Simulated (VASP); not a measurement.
# Rh (Fm-3m) in VASP: notebook

Aim: see how the results for Rh move with the level of theory and the settings. Levels: PBE, LDA. Tasks: single point.

Program: VASP 6.6.1. These are calculated values, not measurements. Logs are shortened: lines on timing, memory, paths and dates and some standing lists are left out, and cuts for length are marked.

## (1) The cell of the first run

Symmetry: Fm-3m, No. 225, cubic system. Conventional cell: a = 3.787 Å, b = 3.787 Å, c = 3.787 Å, α = 90.00°, β = 90.00°, γ = 90.00°. Within 3.5 Å of Rh (site symmetry m-3m) lie 12 Rh at 2.68 Å.

## (2) Single point, PBE (strained)

File INCAR:

```
SYSTEM = Rh
ALGO = Normal
EDIFF = 1E-6
ENCUT = 520
GGA = PE
ISIF = 2
ISMEAR = 0
LASPH = .True.
LCHARG = .True.
LELF = .True.
LREAL = .False.
LVHAR = .True.
LWAVE = .False.
NBANDS = 14
NELM = 60
PREC = Accurate
SIGMA = 0.1
```

File KPOINTS:

```
k-points
0
Gamma
  18 18 18
  0 0 0
```

File POSCAR:

```
Rh
1.0
    0.0000000000      1.8936015210      1.8936015210
    1.8936015210      0.0000000000      1.8936015210
    1.8936015210      1.8936015210      0.0000000000
Rh
1
Direct
    0.0000000000      0.0000000000      0.0000000000
```

Potentials or basis: VASP PAW PBE potentials, release 64 (Rh_pv).

Started as:

```bash
cat potpaw_PBE.64/Rh_pv/POTCAR > POTCAR
mpirun -np 1 vasp_std > vasp.out
```

OUTCAR:

```text
SYSTEM = Rh
   EDIFF = 1E-6
   ENCUT = 520
   GGA = PE
   ISIF = 2
   ISMEAR = 0
   LASPH = .True.
   LREAL = .False.
   NELM = 60
   PREC = Accurate

 ion  position               nearest neighbor table
   1  0.000  0.000  0.000-

  LATTYP: Found a face centered cubic cell.
 ALAT       =     3.7872030420

  Lattice vectors:

 A1 = (   0.0000000000,   1.8936015210,   1.8936015210)
 A2 = (   1.8936015210,   0.0000000000,   1.8936015210)
 A3 = (   1.8936015210,   1.8936015210,   0.0000000000)

Analysis of symmetry for initial positions (statically):
=====================================================================
 Subroutine PRICEL returns:
 Original cell was already a primitive cell.

 Routine SETGRP: Setting up the symmetry group for a
 face centered cubic supercell.

 Subroutine GETGRP returns: Found 48 space group operations
 (whereof 48 operations were pure point group operations)
 out of a pool of 48 trial point group operations.

The static configuration has the point symmetry O_h .

Analysis of symmetry for dynamics (positions and initial velocities):
=====================================================================
 Subroutine PRICEL returns:
 Original cell was already a primitive cell.

 Routine SETGRP: Setting up the symmetry group for a
 face centered cubic supercell.

 Subroutine GETGRP returns: Found 48 space group operations
 (whereof 48 operations were pure point group operations)
 out of a pool of 48 trial point group operations.

The dynamic configuration has the point symmetry O_h .

 Subroutine INISYM returns: Found 48 space group operations
 (whereof 48 operations are pure point group operations),
 and found     1 'primitive' translations

----------------------------------------------------------------------------------------

                                     Primitive cell

  volume of cell :      13.5799

  direct lattice vectors                    reciprocal lattice vectors
     0.000000000  1.893601521  1.893601521    -0.264047105  0.264047105  0.264047105
     1.893601521  0.000000000  1.893601521     0.264047105 -0.264047105  0.264047105
     1.893601521  1.893601521  0.000000000     0.264047105  0.264047105 -0.264047105

  length of vectors
     2.677956953  2.677956953  2.677956953     0.457343002  0.457343002  0.457343002

  position of ions in fractional coordinates (direct lattice)
     0.000000000  0.000000000  0.000000000

  ion indices of the primitive-cell ions
[... 75 lines left out ...]
   LREAL  =      F    real-space projection
   EDIFFG = 0.1E-04   stopping-criterion for IOM
   NSW    =      0    number of steps for IOM
   IBRION =     -1    ionic relax: 0-MD 1-quasi-New 2-CG
   NFREE  =      0    steps in history (QN), initial steepest desc. (CG)
   ISIF   =      2    stress and relaxation
   ISYM   =      2    0-nonsym 1-usesym 2-fastsym
   POTIM  = 0.5000    time-step for ionic-motion
   TEBEG  =    0.0;   TEEND  =   0.0 temperature during run
   PSTRESS=    0.0 pullay stress
   NELECT =      15.0000    total number of electrons
   NUPDOWN=      -1.0000    fix difference up-down
   EMIN   =  10.00;   EMAX   =-10.00  energy-range for DOS
   EFERMI =   0.00;   METHOD = LEGACY
   ISMEAR =     0;   SIGMA  =   0.10  broadening in eV -4-tet -1-fermi 0-gaus
   EFERMI_NEDOS =   21; number of points for ismear=-14 and -15
   IALGO  =     38    algorithm
   IMIX   =      4    mixing-type and parameters
     AMIX     =   0.40;   BMIX     =  1.00
     AMIX_MAG =   1.60;   BMIX_MAG =  1.00
  volume/ion in A,a.u.               =      13.58        91.64
  Fermi-wavevector in a.u.,A,eV,Ry     =   1.692284  3.197954 38.964720  2.863826
  Thomas-Fermi vector in A             =   2.773898
   LORBIT       =      0    0 simple, 1 ext, 2 COOP (PROOUT), +10 PAW based schemes
   GGA     = PE    functional components
   LHFCALC =     F    Hartree Fock is set to
   AEXX    =    0.0000 exact exchange contribution
   IVDW    =     0    specifies the selected vdW correction
   LEPSILON=     F    determine dielectric tensor
   LRPA    =     F    only Hartree local field effects (RPA)
 non-spin polarized calculation
 Gauss-broadening in eV      SIGMA  =   0.10
  energy-cutoff  :      520.00
  volume of cell :       13.58
 maximum number of plane-waves:       376
   NGX =  9   NGY =  9   NGZ =  9

 number of electron      15.0000007 magnetization

 Free energy of the ion-electron system (eV)
  ---------------------------------------------------
  ext. energy  EPLUGINS =         0.00000000
  ---------------------------------------------------
  free energy    TOTEN  =        -7.24802909 eV

  energy without entropy =       -7.24128220  energy(sigma->0) =       -7.24465564

 E-fermi :  12.1355     XC(G=0): -14.1125

 val. band max:       12.1345515087   @ k =   0.5000   0.3889   0.0556
 cond. band min:      12.1433357323   @ k =  -0.4444   0.3333   0.1667
 fundamental gap:      0.0087842236
 Fermi energy:        12.1354872940

 k-point     1 :       0.0000    0.0000    0.0000
  band No.  band energies     occupation
      1     -34.2756      2.00000
      2     -34.2756      2.00000
      3     -34.2756      2.00000
      4       4.0818      2.00000
      5       8.9914      2.00000
      6       8.9914      2.00000
      7       8.9914      2.00000
      8      11.1175      2.00000
      9      11.1175      2.00000
     10      28.1196      0.00000
     11      32.6136      0.00000
     12      33.6506      0.00000
     13      33.6506      0.00000
     14      33.6506      0.00000
[... 377 lines left out ...]
      1     -34.6447      2.00000
      2     -34.3508      2.00000
      3     -34.3176      2.00000
      4       5.9232      2.00000
      5       8.6492      2.00000
      6       9.3892      2.00000
      7       9.4420      2.00000
      8      10.9196      2.00000
      9      11.6158      2.00000
     10      27.6877      0.00000
     11      29.8830      0.00000
     12      32.6136      0.00000
     13      35.1903      0.00000
     14      37.0277      0.00000

 [... further k-points ...]
[... 5 lines left out ...]
  --------------------------------------------------------------------------------------
  -------------------------------------------------------------------------------------
  Total        0.8166804      0.8166804      0.8166804     -0.0000000      0.0000000      0.0000000
  in kB       96.3533764     96.3533764     96.3533764     -0.0000000      0.0000000      0.0000000
  external PRESSURE =      96.3533764 kB  Pullay stress =       0.0000000 kB

 VOLUME and BASIS-vectors are now :
 -----------------------------------------------------------------------------
  energy-cutoff  :      520.00
  volume of cell :       13.58
      direct lattice vectors                 reciprocal lattice vectors
     0.000000000  1.893601521  1.893601521    -0.264047105  0.264047105  0.264047105
     1.893601521  0.000000000  1.893601521     0.264047105 -0.264047105  0.264047105
     1.893601521  1.893601521  0.000000000     0.264047105  0.264047105 -0.264047105

 POSITION                                       TOTAL-FORCE (eV/Angst)
 -----------------------------------------------------------------------------------
      0.00000      0.00000      0.00000         0.000000     -0.000000     -0.000000
 -----------------------------------------------------------------------------------
    total drift:                               -0.000000     -0.000000     -0.000000

  FREE ENERGIE OF THE ION-ELECTRON SYSTEM (eV)
  ---------------------------------------------------
  free  energy   TOTEN  =        -7.2480290880 eV

  energy  without entropy=       -7.2412822015  energy(sigma->0) =       -7.24465564
```

Wall time 60 s (1 thread of AMD EPYC 7R13, shared host); peak memory 0.12 GiB.

Results:

* Free energy: -7.2480 eV
* Pressure: 9.6 GPa

Levels at points of the mesh, in eV from the Fermi level:
```tsv
k point	band 4	band 5	band 6	band 7	band 8	band 9	band 10	band 11
(0.00, 0.00, 0.00)	-8.05	-3.14	-3.14	-3.14	-1.02	-1.02	15.98	20.48
(0.50, 0.00, 0.00)	-6.23	-3.22	-3.22	0.57	0.57	0.72	8.76	15.49
(0.50, 0.50, 0.00)	-6.44	-6.06	0.54	1.00	1.00	3.28	12.43	13.39
```

Caveat: the cell differs from its parent crystal (strained).

## (3) Single point, LDA (functional LDA, strained)

File INCAR:

```
ALGO = Normal
EDIFF = 1E-6
ENCUT = 520
ISIF = 2
ISMEAR = 0
LASPH = True
LCHARG = False
LREAL = False
LWAVE = False
NBANDS = 14
NELM = 100
PREC = Accurate
SIGMA = 0.1
```

File KPOINTS:

```
k-points
0
Gamma
  18 18 18
```

File POSCAR:

```
Rh
1.0
    0.0000000000      1.9507430985      1.9507430985
    1.9507430985      0.0000000000      1.9507430985
    1.9507430985      1.9507430985      0.0000000000
Rh
1
Direct
    0.0000000000      0.0000000000      0.0000000000
```

Potentials or basis: VASP PAW LDA potentials, release 64 (Rh_pv).

Started as:

```bash
cat potpaw_LDA.64/Rh_pv/POTCAR > POTCAR
mpirun -np 1 vasp_std > vasp.out
```

Wall time 89 s (1 thread of AMD EPYC 7R13, shared host); peak memory 0.13 GiB.

The run converged. Its results:

- Free energy: -8.5395 eV
- Pressure: -26.7 GPa

Levels at points of the mesh, in eV from the Fermi level:
| k point | band 4 | band 5 | band 6 | band 7 | band 8 | band 9 | band 10 | band 11 |
| --- | --- | --- | --- | --- | --- | --- | --- | --- |
| (0.00, 0.00, 0.00) | -7.47 | -2.77 | -2.77 | -2.77 | -0.88 | -0.88 | 15.98 | 20.54 |
| (0.50, 0.00, 0.00) | -5.56 | -2.82 | -2.82 | 0.50 | 0.50 | 0.79 | 7.82 | 15.47 |
| (0.50, 0.50, 0.00) | -5.65 | -5.33 | 0.48 | 0.85 | 0.85 | 3.12 | 11.29 | 12.76 |

Caveat: the cell differs from its parent crystal (functional LDA, strained).

## (4) Single point, PBE (strained)

File INCAR:

```
SYSTEM = Rh
PREC = Accurate
ENCUT = 520
EDIFF = 1E-6
ISMEAR = 0
SIGMA = 0.1
LREAL = .False.
LASPH = .True.
NELM = 80
ALGO = Normal
ISIF = 2
LWAVE = .False.
LCHARG = .False.
GGA = PE
NBANDS = 14
```

File KPOINTS:

```
Automatic mesh
0
Gamma
  18 18 18
  0 0 0
```

File POSCAR:

```
Rh
1.0
    0.0000000000      1.9686556995      1.9686556995
    1.9686556995      0.0000000000      1.9686556995
    1.9686556995      1.9686556995      0.0000000000
Rh
1
Direct
    0.0000000000      0.0000000000      0.0000000000
```

Potentials or basis: VASP PAW PBE potentials, release 64 (Rh_pv).

Started as:

```bash
cat potpaw_PBE.64/Rh_pv/POTCAR > POTCAR
mpirun -np 1 vasp_std > vasp.out
```

It took 87 s on 1 thread of AMD EPYC 7R13, shared host; peak memory 0.14 GiB.

It converged, with:

- Free energy: -7.1917 eV
- Pressure: -17.1 GPa

Levels at points of the mesh, in eV from the Fermi level:
```
           k point  band 4  band 5  band 6  band 7  band 8  band 9  band 10  band 11
(0.00, 0.00, 0.00)   -7.21   -2.62   -2.62   -2.62   -0.85   -0.85    16.02    20.83
(0.50, 0.00, 0.00)   -5.30   -2.67   -2.67    0.46    0.46    0.87     7.63    15.49
(0.50, 0.50, 0.00)   -5.39   -5.07    0.44    0.81    0.81    3.16    11.01    12.72
```

Caveat: the cell differs from its parent crystal (strained).

## (5) Summary

```tsv
level	potentials or basis	cell	gap on the mesh (eV)	pressure (GPa)
PBE	VASP PAW PBE potentials, release 64 (Rh_pv)	a = 2.678 Å, angles 60.0°, 1 atom	none	9.6
LDA	VASP PAW LDA potentials, release 64 (Rh_pv)	a = 2.759 Å, angles 60.0°, 1 atom	none	-26.7
PBE	VASP PAW PBE potentials, release 64 (Rh_pv)	a = 2.784 Å, angles 60.0°, 1 atom	none	-17.1
```

Alike in all rows: task single point; no spin polarisation; k mesh 18 × 18 × 18; cutoff (eV) 520; smearing gaussian 0.1 eV.

Total energies depend on the potentials used, so only differences within one code and one set of settings carry meaning.
